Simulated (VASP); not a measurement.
# Ti (P6/mmm) in VASP: notebook, part 2 of 2

VASP 6.6.1.

### 3 Single point, r2SCAN

Contents of POSCAR:

```
Ti
1.0
    4.6000000000      0.0000000000      0.0000000000
   -2.3000000000      3.9837170000      0.0000000000
    0.0000000000      0.0000000000      2.8200000000
Ti
3
Direct
    0.0000000000      0.0000000000      0.0000000000
    0.3333333333      0.6666666667      0.5000000000
    0.6666666667      0.3333333333      0.5000000000
```

Contents of INCAR.step1:

```
SYSTEM = Ti
PREC = Accurate
ENCUT = 520
ISMEAR = 1
SIGMA = 0.3
LREAL = .FALSE.
LASPH = .TRUE.
NELM = 60
NBANDS = 25
GGA = PE
ALGO = Normal
EDIFF = 1E-4
LWAVE = .TRUE.
LCHARG = .FALSE.
```

Contents of INCAR.step2:

```
SYSTEM = Ti
PREC = Accurate
ENCUT = 520
EDIFF = 1E-7
ISMEAR = 1
SIGMA = 0.3
LREAL = .FALSE.
LASPH = .TRUE.
NELM = 60
ALGO = Normal
ISIF = 2
LWAVE = .FALSE.
LCHARG = .FALSE.
METAGGA = R2SCAN
LMIXTAU = .TRUE.
NBANDS = 25
ISTART = 1
```

Contents of KPOINTS:

```
Automatic mesh
0
G
  7 7 10
  0 0 0
```

Potentials or basis: VASP PAW PBE potentials, release 64 (Ti_sv).

On the command line:

```sh
cat potpaw_PBE.64/Ti_sv/POTCAR > POTCAR
cp INCAR.step1 INCAR
mpirun -np 1 vasp_std > vasp.out
cp INCAR.step2 INCAR
mpirun -np 1 vasp_std > vasp.out
```

It took 3.6 min on 1 thread of AMD EPYC 9R45 (Zen 5), shared host; peak memory 0.17 GiB.

It converged, with:

```yaml
Free_energy: -38.8894 eV
Pressure: -1.1 GPa
Band_gap_on_the_k_mesh: zero (band 18 reaches 8.53 eV, above the bottom of band 19 at 8.34 eV)
```

Stress tensor (GPa, compression positive):
```
-1.80  0.00  0.00
 0.00 -1.80  0.00
 0.00  0.00  0.24
```

Levels at points of the mesh, in eV from the Fermi level:
```csv
k point,band 15,band 16,band 17,band 18,band 19,band 20,band 21,band 22
"(0.00, 0.00, 0.00)",-0.79,-0.79,-0.77,-0.77,-0.02,0.78,1.43,1.43
"(0.00, 0.00, 0.50)",-2.15,-1.92,-1.74,-1.74,1.11,1.11,1.40,1.40
```

Caveat: the PAW data sets were made with another functional, which shifts forces and pressure a little.

### 4 Single point, r2SCAN

POSCAR is that of step 3.

Contents of INCAR.step1:

```
  PREC = Accurate
  ENCUT = 520
  ISMEAR = 1
  SIGMA = 0.2
  LREAL = False
  LASPH = True
  NELM = 60
  NBANDS = 25
  GGA = PE
  ALGO = Normal
  EDIFF = 1E-4
  LWAVE = True
  LCHARG = False
```

Contents of INCAR.step2:

```
  PREC = Accurate
  ENCUT = 520
  EDIFF = 1E-6
  ISMEAR = 1
  SIGMA = 0.2
  LREAL = False
  LASPH = True
  NELM = 60
  ALGO = Normal
  ISIF = 2
  LWAVE = False
  LCHARG = False
  METAGGA = R2SCAN
  LMIXTAU = True
  NBANDS = 25
  ISTART = 1
```

Contents of KPOINTS:

```
regular mesh
0
Gamma
  7 7 10
```

On the command line:

```sh
cat potpaw_PBE.64/Ti_sv/POTCAR > POTCAR
cp INCAR.step1 INCAR
mpirun -np 1 vasp_std > vasp.out
cp INCAR.step2 INCAR
mpirun -np 1 vasp_std > vasp.out
```

Wall time 3.4 min (1 thread of AMD EPYC 9R45 (Zen 5), shared host); peak memory 0.17 GiB.

Results (log left out):

| Quantity | Value |
| --- | --- |
| Free energy | -38.8950 eV |
| Pressure | -1.0 GPa |
| Band gap on the k mesh | zero (band 18 reaches 8.53 eV, above the bottom of band 19 at 8.34 eV) |

Stress tensor (GPa, compression positive):
```
-1.62  0.00  0.00
 0.00 -1.62  0.00
 0.00  0.00  0.11
```

Levels at points of the mesh, in eV from the Fermi level:
| k point | band 14 | band 15 | band 16 | band 17 | band 18 | band 19 | band 20 | band 21 | band 22 | band 23 |
| --- | --- | --- | --- | --- | --- | --- | --- | --- | --- | --- |
| (0.00, 0.00, 0.00) | -1.99 | -0.80 | -0.80 | -0.78 | -0.78 | -0.03 | 0.77 | 1.42 | 1.42 | 1.99 |
| (0.00, 0.00, 0.50) | -2.16 | -2.16 | -1.93 | -1.75 | -1.75 | 1.10 | 1.10 | 1.39 | 1.39 | 3.14 |

Caveat: the PAW data sets were made with another functional, which shifts forces and pressure a little.

### 5 Single point, r2SCAN

POSCAR is that of step 4.

Contents of INCAR.step1:

```
SYSTEM = Ti
PREC = Accurate
ENCUT = 520
ISMEAR = 1
SIGMA = 0.1
LREAL = .FALSE.
LASPH = .TRUE.
NELM = 80
NBANDS = 25
GGA = PE
ALGO = Normal
EDIFF = 1E-4
LWAVE = .TRUE.
LCHARG = .FALSE.
```

Contents of INCAR.step2:

```
SYSTEM = Ti
PREC = Accurate
ENCUT = 520
EDIFF = 1E-6
ISMEAR = 1
SIGMA = 0.1
LREAL = .FALSE.
LASPH = .TRUE.
NELM = 80
ALGO = Normal
ISIF = 2
LWAVE = .FALSE.
LCHARG = .FALSE.
METAGGA = R2SCAN
LMIXTAU = .TRUE.
NBANDS = 25
ISTART = 1
```

Contents of KPOINTS:

```
Automatic mesh
0
G
  7 7 10
  0 0 0
```

Potentials or basis: VASP PAW PBE potentials, release 64 (Ti_sv).

On the command line:

```sh
cat potpaw_PBE.64/Ti_sv/POTCAR > POTCAR
cp INCAR.step1 INCAR
mpirun -np 1 vasp_std > vasp.out
cp INCAR.step2 INCAR
mpirun -np 1 vasp_std > vasp.out
```

OUTCAR:

```text
SYSTEM = Ti
   PREC = Accurate
   ENCUT = 520
   EDIFF = 1E-6
   ISMEAR = 1
   LREAL = .FALSE.
   LASPH = .TRUE.
   NELM = 80
   ISIF = 2
   METAGGA = R2SCAN
   ISTART = 1

 ion  position               nearest neighbor table
   1  0.000  0.000  0.000-
   2  0.333  0.667  0.500-   3 2.66   3 2.66   3 2.66
   3  0.667  0.333  0.500-   2 2.66   2 2.66   2 2.66

  LATTYP: Found a hexagonal cell.
 ALAT       =     4.6000000000
 C/A-ratio  =     0.6130434783
[... 195 lines left out ...]
      3     -50.4915      2.00000
      4     -26.1728      2.00000
      5     -26.1727      2.00000
      6     -26.0775      2.00000
[... 661 lines left out ...]
     24      11.0327      0.00000
     25      11.1152      0.00000

 [... further k-points ...]
[... 5 lines left out ...]
  --------------------------------------------------------------------------------------
  -------------------------------------------------------------------------------------
  Total       -0.5199919     -0.5199920     -0.0273505      0.0000000      0.0000000     -0.0000000
  in kB      -16.1217350    -16.1217362     -0.8479702      0.0000000      0.0000000     -0.0000000
  external PRESSURE =     -11.0304805 kB  Pullay stress =       0.0000000 kB

 VOLUME and BASIS-vectors are now :
 -----------------------------------------------------------------------------
  energy-cutoff  :      520.00
  volume of cell :       51.68
      direct lattice vectors                 reciprocal lattice vectors
     4.600000000  0.000000000  0.000000000     0.217391304  0.125510924  0.000000000
    -2.300000000  3.983717000  0.000000000     0.000000000  0.251021847  0.000000000
     0.000000000  0.000000000  2.820000000     0.000000000  0.000000000  0.354609929

 POSITION                                       TOTAL-FORCE (eV/Angst)
 -----------------------------------------------------------------------------------
      0.00000      0.00000      0.00000        -0.000000      0.000000     -0.000000
     -0.00000      2.65581      1.41000         0.000000      0.000000      0.000000
      2.30000      1.32791      1.41000        -0.000000      0.000000     -0.000000
 -----------------------------------------------------------------------------------
    total drift:                                0.000000      0.000000     -0.000000

  FREE ENERGIE OF THE ION-ELECTRON SYSTEM (eV)
  ---------------------------------------------------
  free  energy   TOTEN  =       -38.8976692346 eV

  energy  without entropy=      -38.8989979379  energy(sigma->0) =      -38.89811214
```

OSZICAR.step1:

```text
N       E                     dE             d eps       ncg     rms          rms(c)
DAV:   1     0.428318837770E+03    0.42832E+03   -0.18756E+04  2400   0.179E+03
DAV:   2     0.219189151975E+02   -0.40640E+03   -0.39957E+03  2451   0.514E+02
DAV:   3    -0.232595525619E+02   -0.45178E+02   -0.44068E+02  4392   0.147E+02
DAV:   4    -0.265688876727E+02   -0.33093E+01   -0.32860E+01  3428   0.365E+01
DAV:   5    -0.267303027069E+02   -0.16142E+00   -0.16137E+00  3746   0.679E+00    0.148E+01
DAV:   6    -0.235111245329E+02    0.32192E+01   -0.11763E+01  3009   0.324E+01    0.367E+00
DAV:   7    -0.234918474234E+02    0.19277E-01   -0.12304E+00  3731   0.745E+00    0.241E+00
DAV:   8    -0.235382663390E+02   -0.46419E-01   -0.37342E-01  3228   0.627E+00    0.957E-01
DAV:   9    -0.235308036151E+02    0.74627E-02   -0.13779E-01  3446   0.415E+00    0.804E-01
DAV:  10    -0.235219421330E+02    0.88615E-02   -0.59662E-02  3339   0.212E+00    0.151E-01
DAV:  11    -0.235222579169E+02   -0.31578E-03   -0.30136E-03  3244   0.480E-01    0.115E-01
DAV:  12    -0.235222627707E+02   -0.48539E-05   -0.35359E-04  2739   0.176E-01
   1 F= -.23522263E+02 E0= -.23522742E+02  d E =0.143784E-02
```

Run time: 3.4 min. Hardware: 1 thread of AMD EPYC 9R45 (Zen 5), shared host; peak memory 0.17 GiB.

Results:

```yaml
Free_energy: -38.8977 eV
Pressure: -1.1 GPa
Band_gap_on_the_k_mesh: zero (band 18 reaches 8.53 eV, above the bottom of band 19 at 8.34 eV)
```

Stress tensor (GPa, compression positive):
```
-1.61  0.00  0.00
 0.00 -1.61  0.00
 0.00  0.00 -0.08
```

Levels at points of the mesh, in eV from the Fermi level:
```csv
k point,band 16,band 17,band 18,band 19,band 20,band 21
"(0.00, 0.00, 0.00)",-0.81,-0.79,-0.79,-0.04,0.75,1.41
"(0.00, 0.00, 0.50)",-1.95,-1.76,-1.76,1.09,1.09,1.38
```

Caveat: the PAW data sets were made with another functional, which shifts forces and pressure a little.

### 6 Overview

| smearing | gap on the mesh (eV) | pressure (GPa) |
| --- | --- | --- |
| methfessel-paxton 0.5 eV | none | -1.2 |
| methfessel-paxton 0.3 eV | none | -1.1 |
| methfessel-paxton 0.2 eV | none | -1.0 |
| methfessel-paxton 0.1 eV | none | -1.1 |

Alike in all rows: task single point; level r2SCAN; potentials or basis VASP PAW PBE potentials, release 64 (Ti_sv); no spin polarisation; cell as given; k mesh 7 × 7 × 10; cutoff (eV) 520.

Every run on the cell as given and a fine mesh finds a metal.

Caveats: the PAW data sets were made with another functional, which shifts forces and pressure a little.

Total energies depend on the potentials used, so only differences within one code and one set of settings carry meaning.
